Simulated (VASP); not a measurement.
# BN (P6_3/mmc) in VASP: further runs

BN is run at these levels: r2SCAN0, PBE-based screened hybrid with 45 % exact exchange; tasks: single point.

All numbers are computed with VASP 6.6.1; they aren't measurements. Logs are shortened: lines on timing, memory, paths and dates and some standing lists are left out, and cuts for length are marked.

## Step 1: The cell of the first run

Symmetry: P6_3/mmc, No. 194, hexagonal system. The conventional cell has a = 2.506 Å, b = 2.506 Å, c = 6.653 Å, α = 90.00°, β = 90.00°, γ = 120.00°. B (site symmetry -6m2) has 3 N at 1.45 Å within 1.9 Å. N (site symmetry -6m2) has 3 B at 1.45 Å within 1.9 Å.

## Step 2: Single point, r2SCAN0

The input, POSCAR:

```
BN
1.0
    2.5055553615      0.0000000001      0.0000000000
   -1.2527776808      2.1698745936      0.0000000000
    0.0000000000      0.0000000000      6.6528827690
B N
2 2
Direct
    0.3333333333      0.6666666667      0.2500000000
    0.6666666667      0.3333333333      0.7500000000
    0.3333333333      0.6666666667      0.7500000000
    0.6666666667      0.3333333333      0.2500000000
```

The input, INCAR.step1:

```
SYSTEM = BN
ALGO = Normal
EDIFF = 1E-5
ENCUT = 520
GGA = PE
ISIF = 2
ISMEAR = 0
LASPH = .TRUE.
LCHARG = .FALSE.
LREAL = .FALSE.
LWAVE = .TRUE.
NBANDS = 16
NELM = 60
PREC = Accurate
SIGMA = 0.05
```

The input, INCAR.step2:

```
SYSTEM = BN
AEXX = 0.25
ALGO = Normal
EDIFF = 1E-6
ENCUT = 520
ISIF = 2
ISMEAR = 0
ISTART = 1
LASPH = .TRUE.
LCHARG = .FALSE.
LHFCALC = .TRUE.
LMIXTAU = .TRUE.
LREAL = .FALSE.
LWAVE = .FALSE.
METAGGA = R2SCAN
NBANDS = 16
NELM = 60
PREC = Accurate
PRECFOCK = Normal
SIGMA = 0.05
```

The input, KPOINTS:

```
k-points
0
G
  6 6 2
  0 0 0
```

Potentials or basis: VASP PAW PBE potentials, release 64 (B, N).

Launch:

```
$ cat potpaw_PBE.64/B/POTCAR potpaw_PBE.64/N/POTCAR > POTCAR
$ cp INCAR.step1 INCAR
$ mpirun -np 1 vasp_std > vasp.out
$ cp INCAR.step2 INCAR
$ mpirun -np 1 vasp_std > vasp.out
```

OUTCAR:

```text
SYSTEM = BN
   AEXX = 0.25
   EDIFF = 1E-6
   ENCUT = 520
   ISIF = 2
   ISMEAR = 0
   ISTART = 1
   LASPH = .TRUE.
   LHFCALC = .TRUE.
   LREAL = .FALSE.
   METAGGA = R2SCAN
   NELM = 60
   PREC = Accurate
   PRECFOCK = Normal

 ion  position               nearest neighbor table
   1  0.333  0.667  0.250-   4 1.45   4 1.45   4 1.45
   2  0.667  0.333  0.750-   3 1.45   3 1.45   3 1.45
   3  0.333  0.667  0.750-   2 1.45   2 1.45   2 1.45
   4  0.667  0.333  0.250-   1 1.45   1 1.45   1 1.45

  LATTYP: Found a hexagonal cell.
 ALAT       =     2.5055553615
 C/A-ratio  =     2.6552527520

  Lattice vectors:

 A1 = (   2.5055553615,   0.0000000001,   0.0000000000)
 A2 = (  -1.2527776808,   2.1698745936,   0.0000000000)
 A3 = (   0.0000000000,   0.0000000000,   6.6528827690)

Analysis of symmetry for initial positions (statically):
=====================================================================
 Subroutine PRICEL returns:
 Original cell was already a primitive cell.

 Routine SETGRP: Setting up the symmetry group for a
 hexagonal supercell.

 Subroutine GETGRP returns: Found 24 space group operations
 (whereof 12 operations were pure point group operations)
 out of a pool of 24 trial point group operations.

The static configuration has the point symmetry D_3d.
 The point group associated with its full space group is D_6h.

Analysis of symmetry for dynamics (positions and initial velocities):
=====================================================================
 Subroutine PRICEL returns:
 Original cell was already a primitive cell.

 Routine SETGRP: Setting up the symmetry group for a
 hexagonal supercell.

 Subroutine GETGRP returns: Found 24 space group operations
 (whereof 12 operations were pure point group operations)
 out of a pool of 24 trial point group operations.

The dynamic configuration has the point symmetry D_3d.
 The point group associated with its full space group is D_6h.

 Subroutine INISYM returns: Found 24 space group operations
 (whereof 12 operations are pure point group operations),
 and found     1 'primitive' translations

----------------------------------------------------------------------------------------

                                     Primitive cell

  volume of cell :      36.1700

  direct lattice vectors                    reciprocal lattice vectors
[... 90 lines left out ...]
   PSTRESS=    0.0 pullay stress
   NELECT =      16.0000    total number of electrons
   NUPDOWN=      -1.0000    fix difference up-down
   EMIN   =  10.00;   EMAX   =-10.00  energy-range for DOS
   EFERMI =   0.00;   METHOD = LEGACY
   ISMEAR =     0;   SIGMA  =   0.05  broadening in eV -4-tet -1-fermi 0-gaus
   EFERMI_NEDOS =   21; number of points for ismear=-14 and -15
   IALGO  =     38    algorithm
   IMIX   =      1    mixing-type and parameters
     AMIX     =   0.40;   BMIX     =  1.00
     AMIX_MAG =   1.60;   BMIX_MAG =  1.00
  volume/ion in A,a.u.               =       9.04        61.02
  Fermi-wavevector in a.u.,A,eV,Ry     =   1.247380  2.357206 21.170067  1.555956
  Thomas-Fermi vector in A             =   2.381514
   LORBIT       =      0    0 simple, 1 ext, 2 COOP (PROOUT), +10 PAW based schemes
   METAGGA = R2SCAN    functional components
   LHFCALC =     T    Hartree Fock is set to
   PRECFOCK=normal    Normal, Fast or Accurate (Low or Medium for compatibility)
   ENCUT4O =  -1.0   cutoff for four orbital integrals eV
   NKREDX  =     1    reduce k-point grid by
   NKREDY  =     1    reduce k-point grid by
   NKREDZ  =     1    reduce k-point grid by
   AEXX    =    0.2500 exact exchange contribution
   HFSCREEN=    0.0000 screening length (either q_TF or 0.3 A-1)
   HFSCREENC=   0.0000 screening length for correlation (either q_TF or 0.3 A-1)
   ENCUTFOCK=  -1.0 apply spherical cutoff to Coloumb kernel
   IVDW    =     0    specifies the selected vdW correction
   LEPSILON=     F    determine dielectric tensor
   LRPA    =     F    only Hartree local field effects (RPA)
 non-spin polarized calculation
 Gauss-broadening in eV      SIGMA  =   0.05
  energy-cutoff  :      520.00
  volume of cell :       36.17
 maximum number of plane-waves:       992
 NGX is ok and might be reduce to    20
  NGX = 14; NGY = 14; NGZ = 40

 number of electron      15.9999998 magnetization

 Free energy of the ion-electron system (eV)
  ---------------------------------------------------
  ext. energy  EPLUGINS =         0.00000000
  ---------------------------------------------------
  free energy    TOTEN  =       -45.21991140 eV

  energy without entropy =      -45.21991140  energy(sigma->0) =      -45.21991140

 E-fermi :   1.1427     XC(G=0):  -8.3576

 val. band max:        0.8562826284   @ k =   0.3333   0.3333   0.5000
 cond. band min:       7.6036966250   @ k =   0.5000   0.0000   0.0000
 fundamental gap:      6.7474139966
 Fermi energy:         1.1427272234

 k-point     1 :       0.0000    0.0000    0.0000
  band No.  band energies     occupation
      1     -19.3572      2.00000
      2     -19.0492      2.00000
      3      -6.0416      2.00000
      4      -3.6942      2.00000
      5      -0.7052      2.00000
      6      -0.7052      2.00000
[... 243 lines left out ...]
      3      -7.9314      2.00000
      4      -7.9314      2.00000
      5      -7.2869      2.00000
      6      -7.2869      2.00000
[... 8 lines left out ...]
     15      21.6859      0.00000
     16      21.6859      0.00000

------------------------ aborting loop because EDIFF is reached ----------------------------------------

  FORCE on cell =-STRESS in cart. coord.  units (eV):
  Direction    XX          YY          ZZ          XY          YZ          ZX
  --------------------------------------------------------------------------------------
  -------------------------------------------------------------------------------------
  Total       -1.4349791     -1.4349791      0.1132639     -0.0000000      0.0000000      0.0000000
  in kB      -63.5634788    -63.5634788      5.0171076     -0.0000000      0.0000000      0.0000000
  external PRESSURE =     -40.7032833 kB  Pullay stress =       0.0000000 kB

 VOLUME and BASIS-vectors are now :
 -----------------------------------------------------------------------------
  energy-cutoff  :      520.00
  volume of cell :       36.17
      direct lattice vectors                 reciprocal lattice vectors
     2.505555361  0.000000000  0.000000000     0.399113113  0.230428063  0.000000000
    -1.252777681  2.169874594  0.000000000    -0.000000000  0.460856126  0.000000000
     0.000000000  0.000000000  6.652882769     0.000000000  0.000000000  0.150310780

 POSITION                                       TOTAL-FORCE (eV/Angst)
 -----------------------------------------------------------------------------------
     -0.00000      1.44658      1.66322        -0.000000     -0.000000      0.000000
      1.25278      0.72329      4.98966         0.000000      0.000000      0.000000
     -0.00000      1.44658      4.98966        -0.000000      0.000000     -0.000000
      1.25278      0.72329      1.66322         0.000000     -0.000000     -0.000000
 -----------------------------------------------------------------------------------
    total drift:                                0.000000     -0.000000     -0.000000

  FREE ENERGIE OF THE ION-ELECTRON SYSTEM (eV)
  ---------------------------------------------------
  free  energy   TOTEN  =       -45.2199113991 eV

  energy  without entropy=      -45.2199113991  energy(sigma->0) =      -45.21991140
```

It took 10 min on 1 thread of Intel Xeon 8259CL, shared host; peak memory 0.16 GiB.

Results:

* Free energy: -45.2199 eV
* Pressure: -4.1 GPa
* Band gap on the k mesh: 6.75 eV (least direct gap 7.23 eV)

Caveat: the k points lie up to 0.48 Å⁻¹ apart; the PAW data sets were made with another functional, which shifts forces and pressure a little.

## Step 3: Single point, PBE-based screened hybrid with 45 % exact exchange

POSCAR is that of step 2.

The input, INCAR.step1:

```
  ALGO = Normal
  EDIFF = 1E-5
  ENCUT = 520
  GGA = PE
  ISIF = 2
  ISMEAR = 0
  LASPH = True
  LCHARG = False
  LREAL = False
  LWAVE = True
  NBANDS = 16
  NELM = 100
  PREC = Accurate
  SIGMA = 0.05
```

The input, INCAR.step2:

```
  AEXX = 0.45
  ALGO = Normal
  EDIFF = 1E-6
  ENCUT = 520
  GGA = PE
  HFSCREEN = 0.3
  ISIF = 2
  ISMEAR = 0
  ISTART = 1
  LASPH = True
  LCHARG = False
  LHFCALC = True
  LREAL = False
  LWAVE = False
  NBANDS = 16
  NELM = 100
  PREC = Accurate
  PRECFOCK = Normal
  SIGMA = 0.05
```

The input, KPOINTS:

```
k-points
0
Gamma
  6 6 2
```

Potentials or basis: VASP PAW PBE potentials, release 64 (B, N).

Launch:

```
$ cat potpaw_PBE.64/B/POTCAR potpaw_PBE.64/N/POTCAR > POTCAR
$ cp INCAR.step1 INCAR
$ mpirun -np 1 vasp_std > vasp.out
$ cp INCAR.step2 INCAR
$ mpirun -np 1 vasp_std > vasp.out
```

OUTCAR:

```text
AEXX = 0.45
   EDIFF = 1E-6
   ENCUT = 520
   GGA = PE
   HFSCREEN = 0.3
   ISIF = 2
   ISMEAR = 0
   ISTART = 1
   LASPH = True
   LHFCALC = True
   LREAL = False
   NELM = 100
   PREC = Accurate
   PRECFOCK = Normal

 ion  position               nearest neighbor table
   1  0.333  0.667  0.250-   4 1.45   4 1.45   4 1.45
   2  0.667  0.333  0.750-   3 1.45   3 1.45   3 1.45
   3  0.333  0.667  0.750-   2 1.45   2 1.45   2 1.45
   4  0.667  0.333  0.250-   1 1.45   1 1.45   1 1.45

  LATTYP: Found a hexagonal cell.
 ALAT       =     2.5055553615
 C/A-ratio  =     2.6552527520

  Lattice vectors:

 A1 = (   2.5055553615,   0.0000000001,   0.0000000000)
 A2 = (  -1.2527776808,   2.1698745936,   0.0000000000)
 A3 = (   0.0000000000,   0.0000000000,   6.6528827690)

Analysis of symmetry for initial positions (statically):
=====================================================================
 Subroutine PRICEL returns:
 Original cell was already a primitive cell.

 Routine SETGRP: Setting up the symmetry group for a
 hexagonal supercell.

 Subroutine GETGRP returns: Found 24 space group operations
 (whereof 12 operations were pure point group operations)
 out of a pool of 24 trial point group operations.

The static configuration has the point symmetry D_3d.
 The point group associated with its full space group is D_6h.

Analysis of symmetry for dynamics (positions and initial velocities):
=====================================================================
 Subroutine PRICEL returns:
 Original cell was already a primitive cell.

 Routine SETGRP: Setting up the symmetry group for a
 hexagonal supercell.

 Subroutine GETGRP returns: Found 24 space group operations
 (whereof 12 operations were pure point group operations)
 out of a pool of 24 trial point group operations.

The dynamic configuration has the point symmetry D_3d.
 The point group associated with its full space group is D_6h.

 Subroutine INISYM returns: Found 24 space group operations
 (whereof 12 operations are pure point group operations),
 and found     1 'primitive' translations

----------------------------------------------------------------------------------------

                                     Primitive cell

  volume of cell :      36.1700

  direct lattice vectors                    reciprocal lattice vectors
     2.505555361  0.000000000  0.000000000     0.399113113  0.230428063  0.000000000
    -1.252777681  2.169874594  0.000000000    -0.000000000  0.460856126  0.000000000
     0.000000000  0.000000000  6.652882769     0.000000000  0.000000000  0.150310780

  length of vectors
     2.505555361  2.505555361  6.652882769     0.460856126  0.460856126  0.150310780

  position of ions in fractional coordinates (direct lattice)
     0.333333333  0.666666667  0.250000000
     0.666666667  0.333333333  0.750000000
     0.333333333  0.666666667  0.750000000
     0.666666667  0.333333333  0.250000000

  ion indices of the primitive-cell ions
[... 43 lines left out ...]
  0.333333 -0.000000  0.500000      6.000000
  0.500000  0.000000  0.500000      3.000000
  0.166667  0.166667  0.500000      6.000000
  0.333333  0.166667  0.500000     12.000000
  0.333333  0.333333  0.500000      2.000000
   k-points           NKPTS =     14   k-points in BZ     NKDIM =     72   number of bands    NBANDS=     16
   number of dos      NEDOS =    301   number of ions     NIONS =      4
   total plane-waves  NPLWV =  20000
   dimension x,y,z NGX =    20 NGY =   20 NGZ =   50
   dimension x,y,z NGXF=    40 NGYF=   40 NGZF=  100
   ions per type =               2   2
   NGX,Y,Z   is equivalent  to a cutoff of  13.27, 13.27, 12.49 a.u.
   NGXF,Y,Z  is equivalent  to a cutoff of  26.54, 26.54, 24.99 a.u.
 SYSTEM =  unknown system
   PREC   = accura    normal or accurate (medium, high low for compatibility)
   ISTART =      1    job   : 0-new  1-cont  2-samecut
   ICHARG =      0    charge: 1-file 2-atom 10-const
   ISPIN  =      1    spin polarized calculation?
   LNONCOLLINEAR =      F non collinear calculations
   LSORBIT =      F    spin-orbit coupling
   LASPH  =      T    aspherical Exc in radial PAW
   ENCUT  =  520.0 eV  38.22 Ry    6.18 a.u.   4.66  4.66 12.37*2*pi/ulx,y,z
   NELM   =    100;   NELMIN=  2; NELMDL=  0     # of ELM steps
   EDIFF  = 0.1E-05   stopping-criterion for ELM
   LREAL  =      F    real-space projection
   EDIFFG = 0.1E-04   stopping-criterion for IOM
   NSW    =      0    number of steps for IOM
   IBRION =     -1    ionic relax: 0-MD 1-quasi-New 2-CG
   NFREE  =      0    steps in history (QN), initial steepest desc. (CG)
   ISIF   =      2    stress and relaxation
   ISYM   =      3    0-nonsym 1-usesym 2-fastsym
   POTIM  = 0.5000    time-step for ionic-motion
   TEBEG  =    0.0;   TEEND  =   0.0 temperature during run
   PSTRESS=    0.0 pullay stress
   NELECT =      16.0000    total number of electrons
   NUPDOWN=      -1.0000    fix difference up-down
   EMIN   =  10.00;   EMAX   =-10.00  energy-range for DOS
   EFERMI =   0.00;   METHOD = LEGACY
   ISMEAR =     0;   SIGMA  =   0.05  broadening in eV -4-tet -1-fermi 0-gaus
   EFERMI_NEDOS =   21; number of points for ismear=-14 and -15
   IALGO  =     38    algorithm
   IMIX   =      1    mixing-type and parameters
     AMIX     =   0.40;   BMIX     =  1.00
     AMIX_MAG =   1.60;   BMIX_MAG =  1.00
  volume/ion in A,a.u.               =       9.04        61.02
  Fermi-wavevector in a.u.,A,eV,Ry     =   1.247380  2.357206 21.170067  1.555956
  Thomas-Fermi vector in A             =   2.381514
   LORBIT       =      0    0 simple, 1 ext, 2 COOP (PROOUT), +10 PAW based schemes
   GGA     = PE    functional components
   LHFCALC =     T    Hartree Fock is set to
   PRECFOCK=normal    Normal, Fast or Accurate (Low or Medium for compatibility)
   ENCUT4O =  -1.0   cutoff for four orbital integrals eV
   NKREDX  =     1    reduce k-point grid by
   NKREDY  =     1    reduce k-point grid by
   NKREDZ  =     1    reduce k-point grid by
   AEXX    =    0.4500 exact exchange contribution
   HFSCREEN=    0.3000 screening length (either q_TF or 0.3 A-1)
   HFSCREENC=   0.3000 screening length for correlation (either q_TF or 0.3 A-1)
   ENCUTFOCK=  -1.0 apply spherical cutoff to Coloumb kernel
   IVDW    =     0    specifies the selected vdW correction
   LEPSILON=     F    determine dielectric tensor
   LRPA    =     F    only Hartree local field effects (RPA)
 non-spin polarized calculation
 Gauss-broadening in eV      SIGMA  =   0.05
  energy-cutoff  :      520.00
  volume of cell :       36.17
 maximum number of plane-waves:       992
 NGX is ok and might be reduce to    20
  NGX = 14; NGY = 14; NGZ = 40

 number of electron      15.9999998 magnetization

 Free energy of the ion-electron system (eV)
  ---------------------------------------------------
  ext. energy  EPLUGINS =         0.00000000
  ---------------------------------------------------
  free energy    TOTEN  =       -43.98194188 eV

  energy without entropy =      -43.98194188  energy(sigma->0) =      -43.98194188

 E-fermi :   1.2904     XC(G=0):  -7.1771

 val. band max:        0.9785323827   @ k =   0.3333   0.3333   0.5000
 cond. band min:       7.2320524852   @ k =   0.5000   0.0000   0.0000
 fundamental gap:      6.2535201025
 Fermi energy:         1.2904479344

 k-point     1 :       0.0000    0.0000    0.0000
  band No.  band energies     occupation
      1     -19.8802      2.00000
      2     -19.5654      2.00000
      3      -6.0679      2.00000
      4      -3.7227      2.00000
      5      -0.7330      2.00000
      6      -0.7330      2.00000
[... 243 lines left out ...]
      3      -8.0940      2.00000
      4      -8.0940      2.00000
      5      -7.4830      2.00000
      6      -7.4830      2.00000
[... 8 lines left out ...]
     15      21.2683      0.00000
     16      21.2683      0.00000

------------------------ aborting loop because EDIFF is reached ----------------------------------------

  FORCE on cell =-STRESS in cart. coord.  units (eV):
  Direction    XX          YY          ZZ          XY          YZ          ZX
  --------------------------------------------------------------------------------------
  -------------------------------------------------------------------------------------
  Total       -2.0199764     -2.0199764      0.4008429     -0.0000000      0.0000000     -0.0000000
  in kB      -89.4763723    -89.4763723     17.7556379     -0.0000000      0.0000000     -0.0000000
  external PRESSURE =     -53.7323689 kB  Pullay stress =       0.0000000 kB

 VOLUME and BASIS-vectors are now :
 -----------------------------------------------------------------------------
  energy-cutoff  :      520.00
  volume of cell :       36.17
      direct lattice vectors                 reciprocal lattice vectors
     2.505555361  0.000000000  0.000000000     0.399113113  0.230428063  0.000000000
    -1.252777681  2.169874594  0.000000000    -0.000000000  0.460856126  0.000000000
     0.000000000  0.000000000  6.652882769     0.000000000  0.000000000  0.150310780

 POSITION                                       TOTAL-FORCE (eV/Angst)
 -----------------------------------------------------------------------------------
     -0.00000      1.44658      1.66322         0.000000     -0.000000      0.000000
      1.25278      0.72329      4.98966        -0.000000      0.000000      0.000000
     -0.00000      1.44658      4.98966        -0.000000      0.000000     -0.000000
      1.25278      0.72329      1.66322         0.000000      0.000000      0.000000
 -----------------------------------------------------------------------------------
    total drift:                               -0.000000      0.000000     -0.000000

  FREE ENERGIE OF THE ION-ELECTRON SYSTEM (eV)
  ---------------------------------------------------
  free  energy   TOTEN  =       -43.9819418834 eV

  energy  without entropy=      -43.9819418834  energy(sigma->0) =      -43.98194188
```

Run time: 9.9 min. Hardware: 1 thread of Intel Xeon 8259CL, shared host; peak memory 0.25 GiB.

What came out:

| Property | Result |
| --- | --- |
| Free energy | -43.9819 eV |
| Pressure | -5.4 GPa |
| Band gap on the k mesh | 6.25 eV (least direct gap 6.75 eV) |

Stress tensor (GPa, compression positive):
```
-8.95  0.00  0.00
 0.00 -8.95  0.00
 0.00  0.00  1.78
```

Levels at points of the mesh, in eV from the valence-band top:
```csv
k point,band 4,band 5,band 6,band 7,band 8,band 9,band 10,band 11,band 12,band 13
"(0.00, 0.00, 0.00)",-4.70,-1.71,-1.71,-1.67,-1.67,6.98,12.89,14.25,14.25,14.40
"(0.50, 0.00, 0.00)",-10.31,-4.90,-4.83,-1.57,-0.50,6.25,7.83,11.83,12.30,14.84
"(0.00, 0.00, 0.50)",-5.99,-1.69,-1.69,-1.69,-1.69,9.63,9.63,14.32,14.32,14.32
"(0.50, 0.00, 0.50)",-10.36,-4.86,-4.86,-1.01,-1.01,6.75,6.75,12.30,12.30,15.95
```

Caveat: the k points lie up to 0.48 Å⁻¹ apart; the PAW data sets were made with another functional, which shifts forces and pressure a little. A k mesh can miss the band edges.
